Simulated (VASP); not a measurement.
# ZnO (Fm-3m) in VASP: vibrations by perturbation theory with PBE

Aim: the vibrations by perturbation theory of ZnO with PBE.

Program: VASP 6.6.1. These are calculated values, not measurements. Logs are shortened: lines on timing, memory, paths and dates and some standing lists are left out, and cuts for length are marked.

**1. The cell of the first run**

It takes space group Fm-3m (No. 225, cubic). Conventional cell: a = 4.330 Å, b = 4.330 Å, c = 4.330 Å, α = 90.00°, β = 90.00°, γ = 90.00°. Zn (site symmetry m-3m) has 6 O at 2.16 Å within 2.9 Å. Within 2.9 Å of O (site symmetry m-3m) lie 6 Zn at 2.16 Å.

**2. Vibrations by perturbation theory, PBE**

INCAR reads:

```
SYSTEM = ZnO
PREC = Accurate
ENCUT = 520
EDIFF = 1E-8
ISMEAR = 0
SIGMA = 0.01
LREAL = .False.
LASPH = .True.
NELM = 100
ALGO = Normal
ISIF = 2
LWAVE = .False.
LCHARG = .False.
GGA = PE
IBRION = 8
NSW = 1
LEPSILON = .True.
```

KPOINTS reads:

```
Automatic mesh
0
Gamma
  12 12 12
  0 0 0
```

POSCAR reads:

```
ZnO
1.0
    0.0000000000      2.1649716767      2.1649716767
    2.1649716767      0.0000000000      2.1649716767
    2.1649716767      2.1649716767      0.0000000000
Zn O
1 1
Direct
    0.0000000000      0.0000000000      0.0000000000
    0.5000000000      0.5000000000      0.5000000000
```

Potentials or basis: VASP PAW PBE potentials, release 64 (Zn, O).

The run is started by

```console
> cat potpaw_PBE.64/Zn/POTCAR potpaw_PBE.64/O/POTCAR > POTCAR
> mpirun -np 1 vasp_std > vasp.out
```

OUTCAR:

```text
SYSTEM = ZnO
   PREC = Accurate
   ENCUT = 520
   EDIFF = 1E-8
   ISMEAR = 0
   LREAL = .False.
   LASPH = .True.
   NELM = 100
   ISIF = 2
   GGA = PE
   IBRION = 8
   NSW = 1
   LEPSILON = .True.

 ion  position               nearest neighbor table
   1  0.000  0.000  0.000-   2 2.16   2 2.16   2 2.16   2 2.16   2 2.16   2 2.16
   2  0.500  0.500  0.500-   1 2.16   1 2.16   1 2.16   1 2.16   1 2.16   1 2.16

  LATTYP: Found a face centered cubic cell.
 ALAT       =     4.3299433534

  Lattice vectors:

 A1 = (   0.0000000000,   2.1649716767,   2.1649716767)
 A2 = (   2.1649716767,   0.0000000000,   2.1649716767)
 A3 = (   2.1649716767,   2.1649716767,   0.0000000000)

Analysis of symmetry for initial positions (statically):
=====================================================================
 Subroutine PRICEL returns:
 Original cell was already a primitive cell.

 Routine SETGRP: Setting up the symmetry group for a
 face centered cubic supercell.

 Subroutine GETGRP returns: Found 48 space group operations
 (whereof 48 operations were pure point group operations)
 out of a pool of 48 trial point group operations.

The static configuration has the point symmetry O_h .

Analysis of symmetry for dynamics (positions and initial velocities):
=====================================================================
 Subroutine PRICEL returns:
 Original cell was already a primitive cell.

 Routine SETGRP: Setting up the symmetry group for a
 face centered cubic supercell.

 Subroutine GETGRP returns: Found 48 space group operations
 (whereof 48 operations were pure point group operations)
 out of a pool of 48 trial point group operations.

The dynamic configuration has the point symmetry O_h .

 Subroutine INISYM returns: Found 48 space group operations
 (whereof 48 operations are pure point group operations),
 and found     1 'primitive' translations

----------------------------------------------------------------------------------------

                                     Primitive cell

  volume of cell :      20.2949

  direct lattice vectors                    reciprocal lattice vectors
     0.000000000  2.164971677  2.164971677    -0.230949904  0.230949904  0.230949904
     2.164971677  0.000000000  2.164971677     0.230949904 -0.230949904  0.230949904
     2.164971677  2.164971677  0.000000000     0.230949904  0.230949904 -0.230949904

  length of vectors
     3.061732307  3.061732307  3.061732307     0.400016967  0.400016967  0.400016967

  position of ions in fractional coordinates (direct lattice)
     0.000000000  0.000000000  0.000000000
     0.500000000  0.500000000  0.500000000

  ion indices of the primitive-cell ions
   primitive index   ion index
                 1           1
                 2           2

----------------------------------------------------------------------------------------

 KPOINTS: Automatic mesh

Automatic generation of k-mesh.
 Grid dimensions read from file:
 generate k-points for:   12   12   12

 Generating k-lattice:
[... 532 lines left out ...]
 ------------------------------------------------------

 Free energy of the ion-electron system (eV)
  ---------------------------------------------------
  ---------------------------------------------------
  free energy    TOTEN  =        -0.26697852 eV

  energy without entropy =       -0.26697852

------------------------ aborting loop because EDIFF is reached ----------------------------------------

--------------------------------------- Ionic step        2  -------------------------------------------

------------------------ aborting loop because EDIFF is reached ----------------------------------------

--------------------------------------- Ionic step        3  -------------------------------------------

------------------------ aborting loop because EDIFF is reached ----------------------------------------

 PIEZOELECTRIC TENSOR FIELD DIRECTION 3  (e Angst)
 -----------------------------------------------------------------------------
     0.00006  0.00000 -0.00000           ( -0.00001  0.00000 -0.00000)
     0.00000  0.00006  0.00000           (  0.00000 -0.00001  0.00000)
    -0.00000  0.00000 -0.00056           ( -0.00000  0.00000 -0.00001)

 PIEZOELECTRIC TENSOR FIELD DIRECTION 3  (C/m^2)
 -----------------------------------------------------------------------------
     0.00004  0.00000 -0.00000
     0.00000  0.00004  0.00000
    -0.00000  0.00000 -0.00044

--------------------------------------- Ionic step        4  -------------------------------------------

------------------------ aborting loop because EDIFF is reached ----------------------------------------

[... ionic steps 5 to 6 ...]

--------------------------------------- Ionic step        7  -------------------------------------------

 Free energy of the ion-electron system (eV)
  ---------------------------------------------------
  ---------------------------------------------------
  free energy    TOTEN  =        -0.35808749 eV

  energy without entropy =       -0.35808749

------------------------ aborting loop because EDIFF is reached ----------------------------------------

 INTERNAL STRAIN TENSOR  FOR ION    2  DIRECTION 1   (eV/Angst):
 -----------------------------------------------------------------------------
     0.01796 -0.00000  0.00000
     0.00000 -0.00172  0.00000
    -0.00000  0.00000 -0.00172

 MACROSCOPIC STATIC DIELECTRIC TENSOR (including local field effects in DFT)
 ------------------------------------------------------
           5.516652    -0.000000    -0.000000
           0.000000     5.516652    -0.000000
          -0.000000     0.000000     5.516652
 ------------------------------------------------------

 PIEZOELECTRIC TENSOR (including local field effects)  for field in x, y, z        (e  Angst)
          XX          YY          ZZ          XY          YZ          ZX
  --------------------------------------------------------------------------------
  x     0.00000     0.00000     0.00000     0.00000     0.00000     0.00000
  y     0.00000     0.00000     0.00000     0.00000     0.00000     0.00000
  z     0.00000     0.00000     0.00000     0.00000     0.00000     0.00000

 PIEZOELECTRIC TENSOR (including local field effects)  for field in x, y, z        (C/m^2)
          XX          YY          ZZ          XY          YZ          ZX
  --------------------------------------------------------------------------------
  x     0.00000     0.00000     0.00000     0.00000     0.00000     0.00000
  y     0.00000     0.00000     0.00000     0.00000     0.00000     0.00000
  z     0.00000     0.00000     0.00000     0.00000     0.00000     0.00000

 BORN EFFECTIVE CHARGES (including local field effects) (in |e|, cummulative output)
 ---------------------------------------------------------------------------------
 ion    1
    1     2.41674    -0.00000    -0.00000
    2    -0.00000     2.41674    -0.00000
    3     0.00000     0.00000     2.41674
 ion    2
    1    -2.41674     0.00000     0.00000
    2     0.00000    -2.41674     0.00000
    3    -0.00000    -0.00000    -2.41674

 INTERNAL STRAIN TENSOR FOR ION    2 for displacements in x,y,z  (eV/Angst):
          X           Y           Z          XY          YZ          ZX
  --------------------------------------------------------------------------------
  x     0.00000     0.00000     0.00000     0.00000     0.00000     0.00000
  y     0.00000     0.00000     0.00000     0.00000     0.00000     0.00000
  z     0.00000     0.00000     0.00000     0.00000     0.00000     0.00000

 SECOND DERIVATIVES (NOT SYMMETRIZED)
 ------------------------------------
               1X          1Y          1Z          2X          2Y          2Z
  1X    -2.278207    0.000000    0.000000    2.278207    0.000000    0.000000
  1Y     0.000000   -2.278207    0.000000    0.000000    2.278207    0.000000
  1Z     0.000000    0.000000   -2.278207    0.000000    0.000000    2.278207
  2X     2.197760    0.000000    0.000000   -2.197760    0.000000    0.000000
  2Y     0.000000    2.197760    0.000000    0.000000   -2.197760    0.000000
  2Z     0.000000    0.000000    2.197760    0.000000    0.000000   -2.197760

 Eigenvectors and eigenvalues of the dynamical matrix
 ----------------------------------------------------

   1 f  =    6.487524 THz    40.762316 2PiTHz  216.400511 cm-1    26.830232 meV
             X         Y         Z           dx          dy          dz
      0.000000  0.000000  0.000000    -0.449839    0.000000    0.000000
      2.164972  2.164972  2.164972     0.893110    0.000000    0.000000
[... 21 lines left out ...]
   6 f/i=    0.046847 THz     0.294351 2PiTHz    1.562662 cm-1     0.193745 meV
             X         Y         Z           dx          dy          dz
      0.000000  0.000000  0.000000     0.000000    0.000000    0.893110
      2.164972  2.164972  2.164972     0.000000    0.000000    0.449839

--------------------------------------------------------------------------------------------------------

 MACROSCOPIC STATIC DIELECTRIC TENSOR IONIC CONTRIBUTION
 ------------------------------------------------------
          23.265497    -0.000000    -0.000000
          -0.000000    23.265497    -0.000000
          -0.000000    -0.000000    23.265497
 ------------------------------------------------------

 ELASTIC MODULI CONTR FROM IONIC RELAXATION (kBar)
 Direction    XX          YY          ZZ          XY          YZ          ZX
 --------------------------------------------------------------------------------
 XX           0.0000      0.0000      0.0000      0.0000      0.0000      0.0000
 YY           0.0000      0.0000      0.0000      0.0000      0.0000      0.0000
 ZZ           0.0000      0.0000      0.0000      0.0000      0.0000      0.0000
 XY           0.0000      0.0000      0.0000      0.0000      0.0000      0.0000
 YZ           0.0000      0.0000      0.0000      0.0000      0.0000      0.0000
 ZX           0.0000      0.0000      0.0000      0.0000      0.0000      0.0000
 --------------------------------------------------------------------------------

 PIEZOELECTRIC TENSOR IONIC CONTR  for field in x, y, z        (C/m^2)
          XX          YY          ZZ          XY          YZ          ZX
  --------------------------------------------------------------------------------
  x     0.00000     0.00000     0.00000     0.00000     0.00000     0.00000
  y     0.00000     0.00000     0.00000     0.00000     0.00000     0.00000
  z     0.00000     0.00000     0.00000     0.00000     0.00000     0.00000
```

Wall time 2.8 min (1 thread of Intel Xeon Platinum 8559C (Emerald Rapids), shared host); peak memory 0.25 GiB.

What came out:

- Electronic dielectric tensor (diagonal): 5.52
- Born charges (mean of the diagonal): Zn +2.42; O -2.42 e
- Highest phonon frequency at Γ, LO-TO splitting left out: 216 cm⁻¹

Phonon frequencies in cm⁻¹ (negative: imaginary):
```tsv
q point	frequencies
(0.000, 0.000, 0.000)	-2 -2 -2 216 216 216
```

Electronic dielectric tensor:
```
5.52 0.00 0.00
0.00 5.52 0.00
0.00 0.00 5.52
```

Born effective charge tensors (e):
atom 1, Zn
```
2.42 0.00 0.00
0.00 2.42 0.00
0.00 0.00 2.42
```
atom 2, O
```
-2.42  0.00  0.00
 0.00 -2.42  0.00
 0.00  0.00 -2.42
```
